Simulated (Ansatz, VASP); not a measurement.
**One calculation of Se, two programs**

Contents of INCAR:

```
SYSTEM = Se
PREC = Accurate
ENCUT = 520
EDIFF = 1E-6
ISMEAR = 0
SIGMA = 0.15
LREAL = .FALSE.
LASPH = .TRUE.
NELM = 60
ALGO = Normal
ISIF = 2
LWAVE = .FALSE.
LCHARG = .FALSE.
NBANDS = 9
```

KPOINTS

```
regular mesh
0
G
  20 20 20
  0 0 0
```

File POSCAR:

```
Se
1.0
   -1.7034486149      1.7034486149      1.7034486149
    1.7034486149     -1.7034486149      1.7034486149
    1.7034486149      1.7034486149     -1.7034486149
Se
1
Direct
    0.0000000000      0.0000000000      0.0000000000
```

Input for Ansatz:

```yaml
crystal:
  lattice:
    - [-1.7034486149, 1.7034486149, 1.7034486149]
    - [1.7034486149, -1.7034486149, 1.7034486149]
    - [1.7034486149, 1.7034486149, -1.7034486149]
  atoms:
    - { symbol: Se, position: [0.0, 0.0, 0.0] }
basis:
  ecutwfc: 420
kpoints:
  mp_grid: { grid: [20, 20, 20] }
hamiltonian:
  xc: lda
scf:
  occupations: { method: gaussian, width: 0.15 }
output:
  forces: true
  stress: true
  eigenvalues: true
```

Alike in both runs: task single point; functional LDA; k mesh 20 × 20 × 20; occupations gaussian, width 0.15 eV; no spin polarisation.

```csv
,VASP,Ansatz
version,VASP 6.6.1,Ansatz 0.2.0
potentials or method,"VASP PAW LDA potentials, release 64 (Se), cutoff 520 eV","scalar-relativistic, plane waves, PAW"
valence electrons in the cell,6,16
```

VASP gave:

```
gap on the k mesh at the Fermi level (eV) : none
pressure (GPa)                            : -3.4
```

Problem. Estimate Ansatz's values.

Solution. gap on the k mesh at the Fermi level (eV): none; pressure (GPa): -3.5.

LDA's correlation is that of Perdew and Zunger in VASP and of Perdew and Wang (1992) in Ansatz. A gap of «none» marks a metal or a gap that the smearing closes. VASP's potentials hold 6 valence electrons a cell and Ansatz's 16, so a difference there can come from the potentials and not from the codes.
